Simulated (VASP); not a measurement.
A run of VASP 6.6.1 is set up as follows.

The input INCAR:

```
SYSTEM = SiC
ALGO = Normal
EDIFF = 1E-7
EDIFFG = -0.04
ENCUT = 600
GGA = PE
IBRION = 2
ISIF = 3
ISMEAR = 0
LASPH = .TRUE.
LCHARG = .FALSE.
LREAL = .FALSE.
LWAVE = .FALSE.
NELM = 80
NSW = 90
PREC = Accurate
SIGMA = 0.1
```

The input KPOINTS:

```
k-points
0
G
  8 8 4
  0 0 0
```

POSCAR

```
SiC
1.0
    2.3984244400     -1.3917873800      0.0000000000
    2.3984244400      1.3917873800      0.0000000000
   -0.2928714000      0.0000000000      4.1955271500
Si C
1 1
Direct
    0.8338170100      0.8338170100      0.5000950000
    0.1661829900      0.1661829900      0.4999050000
```

Potentials or basis: VASP PAW PBE potentials, release 64 (Si, C).

Run with:

```bash
$ cat potpaw_PBE.64/Si/POTCAR potpaw_PBE.64/C/POTCAR > POTCAR
$ mpirun -np 1 vasp_std > vasp.out
```

Task: Predict the relaxed volume.

Result: 19.44 Å³/atom.

Task: Estimate the band gap on the k mesh.

Result: 2.16 eV, indirect (least direct gap 2.58 eV).

Task: Predict the space group after relaxing (to 0.05 Å).

Result: Cm (No. 8).

Task: What does it give for the relaxed cell?

Result: a = 3.096 Å, b = 3.096 Å, c = 4.737 Å, α = 97.58°, β = 97.58°, γ = 60.00°.

Stress tensor (GPa, compression positive):
```
-0.02  0.00 -0.11
 0.00 -0.10  0.00
-0.11  0.00 -0.02
```

Caveat: the volume moved by over 15 % at a fixed basis, so the end points are rough. A k mesh can miss the band edges.
